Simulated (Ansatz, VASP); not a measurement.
B2As3 in VASP and in Ansatz

Contents of INCAR:

```
PREC = Accurate
ENCUT = 600
EDIFF = 1E-6
ISMEAR = 0
SIGMA = 0.2
LREAL = False
LASPH = True
NELM = 100
ALGO = Normal
ISIF = 3
LWAVE = False
LCHARG = False
GGA = PE
IBRION = 2
NSW = 36
EDIFFG = -0.08
```

KPOINTS

```
Automatic mesh
0
Gamma
  3 3 3
```

The input POSCAR:

```
B2As3
1.0
    5.1000000000     -3.0150000000      0.0000000000
    5.1000000000      3.0150000000      0.0000000000
    0.0000000000      0.0000000000      5.4000000000
B As
4 6
Direct
    0.6748000000      0.9960000000      0.5665000000
    0.0040000000      0.3252000000      0.5665000000
    0.9960000000      0.6748000000      0.0665000000
    0.3252000000      0.0040000000      0.0665000000
    0.7525000000      0.2475000000      0.5000000000
    0.0787000000      0.3391000000      0.9198000000
    0.6609000000      0.9213000000      0.9198000000
    0.2475000000      0.7525000000      0.0000000000
    0.9213000000      0.6609000000      0.4198000000
    0.3391000000      0.0787000000      0.4198000000
```

Input for Ansatz:

```yaml
crystal:
  lattice:
    - [5.1, -3.015, 0.0]
    - [5.1, 3.015, 0.0]
    - [0.0, 0.0, 5.4]
  atoms:
    - { symbol: B, position: [0.6748, 0.996, 0.5665] }
    - { symbol: B, position: [0.004, 0.3252, 0.5665] }
    - { symbol: B, position: [0.996, 0.6748, 0.0665] }
    - { symbol: B, position: [0.3252, 0.004, 0.0665] }
    - { symbol: As, position: [0.7525, 0.2475, 0.5] }
    - { symbol: As, position: [0.0787, 0.3391, 0.9198] }
    - { symbol: As, position: [0.6609, 0.9213, 0.9198] }
    - { symbol: As, position: [0.2475, 0.7525, 0.0] }
    - { symbol: As, position: [0.9213, 0.6609, 0.4198] }
    - { symbol: As, position: [0.3391, 0.0787, 0.4198] }
basis:
  ecutwfc: 420
kpoints:
  mp_grid: { grid: [3, 3, 3] }
hamiltonian:
  xc: pbe
scf:
  occupations: { method: gaussian, width: 0.2 }
  lower_state_search: "off"
output:
  forces: true
  stress: true
  eigenvalues: true
relax:
  adjacent_minimum: "off"
  f_tol: 0.08
  max_steps: 16
  cell: { stress_tol: 0.8 }
```

Alike in both runs: task relaxation of cell and atoms; functional PBE; k mesh 3 × 3 × 3; occupations gaussian, width 0.2 eV; no spin polarisation.

```csv
,VASP,Ansatz
version,VASP 6.6.1,Ansatz 0.2.0
potentials or method,"VASP PAW PBE potentials, release 64 (B, As), cutoff 600 eV","scalar-relativistic, plane waves, PAW"
valence electrons in the cell,42,102
```

VASP gave:

| Item | Value |
| --- | --- |
| gap on the k mesh at the Fermi level, each at its own relaxed structure (eV) | none |
| relaxed volume (Å³/atom) | 15.66 |
| relaxed length of the cell vector where the two differ most in proportion (Å) | 5.758 |

**Question.** Estimate Ansatz's values.

**Answer.** gap on the k mesh at the Fermi level, each at its own relaxed structure (eV): none; relaxed volume (Å³/atom): 15.82; relaxed length of the cell vector where the two differ most in proportion (Å): 5.221.

A gap of «none» marks a metal or a gap that the smearing closes. One of these differences is far larger than is usual between the two programs; its cause wasn't traced. VASP's potentials hold 42 valence electrons a cell and Ansatz's 102, so a difference there can come from the potentials and not from the codes.

The k mesh is coarse, so the values compare programs but aren't converged.
